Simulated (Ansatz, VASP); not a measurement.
# AlP in VASP and in Ansatz

```
Al P
1.0
     0.00000    2.80740    2.80740
     2.80740    0.00000    2.80740
     2.80740    2.80740    0.00000
Al P
1 1
Direct
  0.00000 0.00000 0.00000
  0.25000 0.25000 0.25000
```

Alike in both runs: task single point; functional PBE; k mesh 8 × 8 × 8; occupations gaussian, width 0.02 eV; no spin polarisation.

```csv
,VASP,Ansatz
version,VASP 6.6.1,Ansatz 0.2.0
potentials or method,"VASP PAW PBE potentials, release 64 (Al, P), cutoff 500 eV","scalar-relativistic, plane waves, PAW"
valence electrons in the cell,8,8
```

Ansatz gave:

- gap on the k mesh at the Fermi level (eV): 1.73
- least direct gap on the mesh (eV): 2.60
- pressure (GPa): -4.2

Which values does VASP return?

gap on the k mesh at the Fermi level (eV): 1.73; least direct gap on the mesh (eV): 2.60; pressure (GPa): -4.3.

With one functional, cell and mesh, what is left measures potentials, basis and numerics.
